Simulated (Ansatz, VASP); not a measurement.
## Al in VASP and in Ansatz

The input INCAR:

```
SYSTEM = Al
PREC = Accurate ; ENCUT = 500
EDIFF = 1E-6 ; ISMEAR = 0
SIGMA = 0.1 ; LREAL = .False.
LASPH = .True. ; NELM = 120
ALGO = Normal ; ISIF = 2
LWAVE = .False. ; LCHARG = .False.
GGA = CA ; NBANDS = 8
GGA_COMPAT = .False.
```

Contents of KPOINTS:

```
Automatic mesh
0
Gamma
  18 18 18
  0 0 0
```

Contents of POSCAR:

```
Al
1.0
    0.0000000000      2.0115202299      2.0115202299
    2.0115202299      0.0000000000      2.0115202299
    2.0115202299      2.0115202299      0.0000000000
Al
1
Direct
    0.0000000000      0.0000000000      0.0000000000
```

Input for Ansatz:

```yaml
crystal:
  lattice:
    - [0.0, 2.0115202299, 2.0115202299]
    - [2.0115202299, 0.0, 2.0115202299]
    - [2.0115202299, 2.0115202299, 0.0]
  atoms:
    - { symbol: Al, position: [0.0, 0.0, 0.0] }
basis:
  ecutwfc: 420
kpoints:
  mp_grid: { grid: [18, 18, 18] }
hamiltonian:
  xc: lda
  pseudopotentials: { kind: paw }
scf:
  occupations: { method: gaussian, width: 0.1 }
output:
  forces: true
  stress: true
  eigenvalues: true
```

Alike in both runs: task single point; functional LDA; k mesh 18 × 18 × 18; occupations gaussian, width 0.1 eV; no spin polarisation.

```csv
,VASP,Ansatz
version,VASP 6.6.1,Ansatz 0.2.0
potentials or method,"VASP PAW LDA potentials, release 64 (Al), cutoff 500 eV","scalar-relativistic, plane waves, PAW"
valence electrons in the cell,3,3
```

|  | VASP | Ansatz | Ansatz less VASP |
| --- | --- | --- | --- |
| gap on the k mesh at the Fermi level (eV) | none | none | - |
| pressure (GPa) | -2.2 | -2.3 | -0.05 |

LDA's correlation is that of Perdew and Zunger in VASP and of Perdew and Wang (1992) in Ansatz. A gap of «none» marks a metal or a gap that the smearing closes.
